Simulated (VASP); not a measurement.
Here is a VASP 6.6.1 calculation.

The input INCAR:

```
SYSTEM = Sn
PREC = Accurate
ENCUT = 520
EDIFF = 1E-6
ISMEAR = -1
SIGMA = 0.1
LREAL = .FALSE.
LASPH = .TRUE.
NELM = 80
ALGO = Normal
ISIF = 2
LWAVE = .FALSE.
LCHARG = .FALSE.
GGA = B5
ALDAX = 1.0
AGGAX = 1.0
AGGAC = 1.0
ALDAC = 0.0
NBANDS = 36
```

Contents of KPOINTS:

```
Automatic mesh
0
G
  12 12 3
  0 0 0
```

Contents of POSCAR:

```
Sn
1.0
    3.4607771774      0.0000000000      0.0000000000
   -1.7303885887      2.9971209524      0.0000000000
    0.0000000000      0.0000000000     11.3953804452
Sn
4
Direct
    0.0000000000      0.0000000000      1.0000000000
    0.0000000000      0.0000000000      0.5000000000
    0.3333333333      0.6666666667      0.2500000000
    0.6666666667      0.3333333333      0.7500000000
```

Potentials or basis: VASP PAW PBE potentials, release 64 (Sn_d).

Run with:

```sh
$ cat potpaw_PBE.64/Sn_d/POTCAR > POTCAR
$ mpirun -np 1 vasp_std > vasp.out
```

**Question.** Estimate the pressure.

**Answer.** 1.6 GPa.

**Question.** Predict the band gap on the k mesh.

**Answer.** Zero (band 28 reaches 12.90 eV, above the bottom of band 29 at 5.46 eV).

Stress tensor (GPa, compression positive):
```
1.79 0.00 0.00
0.00 1.79 0.00
0.00 0.00 1.37
```

Caveat: the PAW data sets were made with another functional, which shifts forces and pressure a little; spin-orbit coupling is left out, which moves the levels of the heavy elements.
